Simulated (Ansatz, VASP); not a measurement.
One calculation of HfO2, two programs

```
CELL_PARAMETERS angstrom
-0.01279 2.55750 2.55750
2.55750 -0.01279 2.55750
2.54471 2.54471 0.00000
ATOMIC_POSITIONS crystal
Hf 0.00000 0.00000 0.00000
O 0.25000 0.25000 0.25000
O 0.75000 0.75000 0.75000
```

Change from the starting cell: strain -0.0100 x Voigt [0, 0, 0, 0, 0, 1], atoms carried along.

Alike in both runs: task single point; functional r2SCAN; k mesh 8 × 8 × 8; occupations gaussian, width 0.05 eV; no spin polarisation.

|  | VASP | Ansatz |
| --- | --- | --- |
| version | VASP 6.6.1 | Ansatz 0.2.0 |
| potentials or method | VASP PAW PBE potentials, release 64 (Hf_pv, O), cutoff 520 eV | scalar-relativistic, plane waves, PAW |
| valence electrons in the cell | 22 | 38 |

VASP gave:

* gap on the k mesh at the Fermi level (eV): 4.22
* least direct gap on the mesh (eV): 4.22
* pressure (GPa): -11.9
* traceless stress, the component that is largest in VASP (GPa): 0.76
* rms of the force components (eV/Å): 0.023

What did Ansatz give for the same quantities?

gap on the k mesh at the Fermi level (eV): 4.21; least direct gap on the mesh (eV): 4.21; pressure (GPa): -8.4; traceless stress, the component that is largest in VASP (GPa): 0.83; rms of the force components (eV/Å): 0.027.

VASP's potentials were made for PBE, not for r2SCAN. Atom by atom the forces differ by 0.004 eV/Å (rms over components). With one functional, cell and mesh, what is left measures potentials, basis and numerics. VASP's potentials hold 22 valence electrons a cell and Ansatz's 38, so a difference there can come from the potentials and not from the codes.

Neither program's run includes spin-orbit coupling.
